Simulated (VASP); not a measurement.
KRh: single point with PBE

Crystal: KRh.

```
K Rh
1.0
     4.00364    0.00000    0.00000
     0.00000    4.00364    0.00000
     0.00000    0.00000    4.00364
K Rh
1 1
Direct
  0.00000 0.00000 0.00000
  0.50000 0.50000 0.50000
```

| Quantity | Value |
| --- | --- |
| Program | VASP 6.6.1 |
| Task | single point |
| Functional | PBE |
| Potentials or basis | VASP PAW PBE potentials, release 64 (K_sv, Rh_pv) |
| Cutoff | 520 eV |
| k mesh | 7 × 7 × 7 |
| Occupations | fermi-dirac, width 0.05 eV |
| Spin | no spin polarisation |
| Dipole correction | no |
| Further INCAR settings | ALGO = Normal; EDIFF = 1e-07; NBANDS = 19 |

```
Pressure               : -3.7 GPa
Band gap on the k mesh : zero (bands 12 and 13 overlap by 0.24 eV)
```

Levels at points of the mesh, in eV from the Fermi level:
```tsv
k point	band 10	band 11	band 12	band 13	band 14	band 15
(0.00, 0.00, 0.00)	-0.88	-0.05	-0.05	-0.05	5.74	5.74
```

Wall time 24 s on 1 thread of Intel Xeon 8259CL (shared host), peak memory 0.18 GiB.

Caveat: the cell stands under tension.
